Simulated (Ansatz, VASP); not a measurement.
# Ag: VASP beside Ansatz

```
Ag
1.0
     2.88620   -0.02886   -0.02886
    -1.46809    2.51395   -0.01056
    -0.10000   -0.10000   10.00000
Ag
4
Direct
  0.33333 0.66667 0.25000
  0.66667 0.33333 0.75000
  0.00000 0.00000 0.00000
  0.00000 0.00000 0.50000
```

Change from the starting cell: equal xy, yz and zx shear strains of -2 %.

Alike in both runs: task single point; functional PBE; k mesh 14 × 14 × 4; occupations fermi-dirac, width 0.08 eV; no spin polarisation.

```csv
,VASP,Ansatz
version,VASP 6.6.1,Ansatz 0.2.0
potentials or method,"VASP PAW PBE potentials, release 64 (Ag), cutoff 500 eV","all-electron LAPW, scalar-relativistic"
```

```tsv
	VASP	Ansatz	Ansatz less VASP
pressure (GPa)	-0.4	-0.3	+0.05
traceless stress, the component that is largest in VASP (GPa)	-3.28	-3.29	-0.013
rms of the force components (eV/Å)	0.006	0.006	+0.0001
```

Atom by atom the forces differ by 0.000 eV/Å (rms over components). Ansatz ran all-electron here, and VASP with PAW potentials.
